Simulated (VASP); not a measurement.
Ta: single point with r2SCAN

The system is Ta.

```
CELL_PARAMETERS angstrom
2.87794 0.00000 0.00000
-1.43897 2.49237 0.00000
0.00000 0.00000 2.71460
ATOMIC_POSITIONS crystal
Ta 0.00000 0.00000 0.00000
```

This isn't the form of Ta at room conditions, which is bcc.

| Item | Value |
| --- | --- |
| Program | VASP 6.6.1 |
| Task | single point |
| Functional | r2SCAN |
| Potentials or basis | VASP PAW PBE potentials, release 64 (Ta_pv) |
| Cutoff | 520 eV |
| k mesh | 21 × 21 × 20 |
| Occupations | gaussian, width 0.1 eV |
| Spin | no spin polarisation |
| Dipole correction | no |
| Further INCAR settings | ALGO = Normal; EDIFF = 1e-07; NBANDS = 12 |

The pressure is 0.6 GPa and the band gap on the k mesh is zero (an odd number of electrons rules out a gap without spin polarisation).

Levels at points of the mesh, in eV from the Fermi level:
```csv
k point,band 2,band 3,band 4,band 5,band 6,band 7,band 8,band 9
"(0.00, 0.00, 0.00)",-34.88,-34.81,-8.34,-3.29,0.53,0.53,6.53,6.53
"(0.00, 0.00, 0.50)",-34.76,-34.76,-4.66,-0.68,1.44,1.44,2.84,2.84
```

Run time: 5.9 min on 1 thread of AMD EPYC 7R13 (shared host), peak memory 0.24 GiB.

Caveat: the PAW data sets were made with another functional, which shifts forces and pressure a little; spin-orbit coupling is left out, which moves the levels of the heavy elements.
